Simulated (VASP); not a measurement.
Write the native input for VASP 6.6.1 that does the following.

```
Task                   : relaxation of cell and atoms
Functional             : PBE
Dispersion             : D3(BJ)
Potentials or basis    : VASP PAW PBE potentials, release 64 (Hf_pv, N)
Cutoff                 : 600 eV
k mesh                 : 16 × 16 × 16
Occupations            : gaussian, width 0.1 eV
Spin                   : no spin polarisation
Dipole correction      : no
Further INCAR settings : ALGO = Normal; EDIFF = 1e-07; IBRION = 2; EDIFFG = -0.005; NSW = 70; ISIF = 3
```

The structure of HfN lies in POSCAR:

```
HfN
1.0
    0.0000000000      2.2738954841      2.2738954841
    2.2738954841      0.0000000000      2.2738954841
    2.2738954841      2.2738954841      0.0000000000
Hf N
1 1
Direct
    0.0000000000      0.0000000000      0.0000000000
    0.5000000000      0.5000000000      0.5000000000
```

The input as run:

INCAR

```
SYSTEM = HfN
PREC = Accurate
ENCUT = 600
EDIFF = 1E-7
ISMEAR = 0
SIGMA = 0.1
LREAL = .False.
LASPH = .True.
NELM = 60
ALGO = Normal
ISIF = 3
LWAVE = .False.
LCHARG = .False.
GGA = PE
IVDW = 12
IBRION = 2
NSW = 70
EDIFFG = -0.005
```

KPOINTS

```
regular mesh
0
Gamma
  16 16 16
  0 0 0
```

Potentials or basis: VASP PAW PBE potentials, release 64 (Hf_pv, N).

The run is started by

```bash
$ cat potpaw_PBE.64/Hf_pv/POTCAR potpaw_PBE.64/N/POTCAR > POTCAR
$ mpirun -np 1 vasp_std > vasp.out
```

Results of the run:

- Relaxed volume: 11.41 Å³/atom
- Relaxed cell: a = 3.184 Å, b = 3.184 Å, c = 3.184 Å, α = 60.00°, β = 60.00°, γ = 60.00°
- Space group after relaxing (to 0.05 Å): Fm-3m (No. 225)
- Energy gained by relaxing: 8.6 meV/atom
- Ionic steps: 4
- Pressure after relaxing: 0.0 GPa
- Dispersion energy per atom: -0.390 eV

Caveat: pairwise dispersion overbinds metals, which lowers pressure and volume.

Wall time 4.1 min on 1 thread of AMD EPYC 7R13, on a shared host, peak memory 0.19 GiB.
